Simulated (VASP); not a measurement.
Crystal: BAsCl6.

```xyz
8
Lattice="4.7287 0.0000 0.0000 0.0000 4.7287 0.0000 0.0000 0.0000 9.4399" Properties=species:S:1:pos:R:3 pbc="T T T"
B     0.0000    0.0000    0.0000
As    0.0000    0.0000    4.7200
Cl    2.3643    2.3643    0.0000
Cl    2.3643    2.3643    4.7200
Cl    2.3643    0.0000    2.4260
Cl    2.3643    0.0000    7.0139
Cl    0.0000    2.3643    2.4260
Cl    0.0000    2.3643    7.0139
```

* Program: VASP 6.6.1
* Task: relaxation of cell and atoms
* Functional: PBEsol
* Potentials or basis: VASP PAW PBE potentials, release 64 (B, As, Cl)
* Cutoff: 600 eV
* k mesh: 4 × 4 × 2
* Occupations: fermi-dirac, width 0.03 eV
* Spin: no spin polarisation

At the start: pressure -7.8 GPa; volume 26.38 Å³/atom.

Q: Where does the relaxation end?

A: Over 33 steps the energy falls by 342.5 meV/atom and the volume is 20.96 Å³/atom (-20.6 %); space group P4/mmm (No. 123, to 0.1 Å) before and after.

The path:
| step | energy change (eV) | largest force (eV/Å) | pressure (GPa) | volume (Å³) |
| --- | --- | --- | --- | --- |
| 1 | 0.0000 | 0.6689 | -7.78 | 211.08 |
| 2 | -1.7143 | 0.6616 | -5.60 | 174.29 |
| 3 | -2.2706 | 0.5241 | -0.77 | 151.88 |
| 4 | -2.2814 | 0.4721 | 0.85 | 147.38 |
| 5 | -2.2830 | 0.4861 | 0.42 | 148.51 |
| 6 | -2.3627 | 0.4645 | 0.63 | 148.67 |
| 7 | -2.5543 | 0.2717 | 1.45 | 148.99 |
| 8 | -2.3645 | 0.8614 | 4.45 | 148.95 |
| 9 | -2.5989 | 0.0996 | 1.95 | 149.07 |
| 10 | -2.6035 | 0.0025 | 2.27 | 149.09 |
| 11 | -2.6502 | 0.0112 | 0.30 | 155.63 |
| 12 | -2.6503 | 0.0115 | 0.19 | 156.05 |
| 13 | -2.6552 | 0.0464 | 0.08 | 156.36 |
| 14 | -2.6651 | 0.1475 | -0.22 | 157.26 |
| 15 | -2.6577 | 0.3144 | -0.74 | 158.94 |
| 16 | -2.6671 | 0.1996 | -0.39 | 157.76 |
| 17 | -2.6704 | 0.2023 | -0.30 | 157.61 |
| 18 | -2.6781 | 0.2053 | -0.03 | 157.16 |
| 19 | -2.6812 | 0.1911 | 0.57 | 156.20 |
| 20 | -2.6822 | 0.1976 | 0.37 | 156.51 |
| 21 | -2.6901 | 0.1780 | 0.39 | 157.04 |
| 22 | -2.7096 | 0.1164 | 0.46 | 158.64 |
| 23 | -2.7295 | 0.0315 | 0.76 | 161.81 |
| 24 | -2.7345 | 0.0766 | -0.55 | 167.54 |
| 25 | -2.7371 | 0.0370 | -0.08 | 165.39 |
| 26 | -2.7379 | 0.0274 | -0.09 | 165.80 |
| 27 | -2.7387 | 0.0101 | -0.08 | 166.50 |
| 28 | -2.7389 | 0.0254 | -0.06 | 167.90 |
| 29 | -2.7391 | 0.0117 | -0.06 | 167.35 |
| 30 | -2.7398 | 0.0202 | 0.12 | 167.19 |
| 31 | -2.7398 | 0.0205 | 0.12 | 167.19 |
| 32 | -2.7399 | 0.0221 | -0.09 | 168.13 |
| 33 | -2.7401 | 0.0022 | 0.01 | 167.69 |

Final structure:
```cif
data_structure
_symmetry_space_group_name_H-M 'P 1'
_symmetry_Int_Tables_number 1
_cell_length_a 4.3393
_cell_length_b 4.3393
_cell_length_c 8.9055
_cell_angle_alpha 90.000
_cell_angle_beta 90.000
_cell_angle_gamma 90.000
_cell_volume 167.69
loop_
_atom_site_label
_atom_site_type_symbol
_atom_site_fract_x
_atom_site_fract_y
_atom_site_fract_z
_atom_site_occupancy
B1 B 0.00000 0.00000 0.00000 1
As1 As 0.00000 0.00000 0.50000 1
Cl1 Cl 0.50000 0.50000 0.00000 1
Cl2 Cl 0.50000 0.50000 0.50000 1
Cl3 Cl 0.50000 0.00000 0.30905 1
Cl4 Cl 0.50000 0.00000 0.69095 1
Cl5 Cl 0.00000 0.50000 0.30905 1
Cl6 Cl 0.00000 0.50000 0.69095 1
```

Caveat: the volume moved by over 15 % at a fixed basis, so the end points are rough; the PAW data sets were made with another functional, which shifts forces and pressure a little.
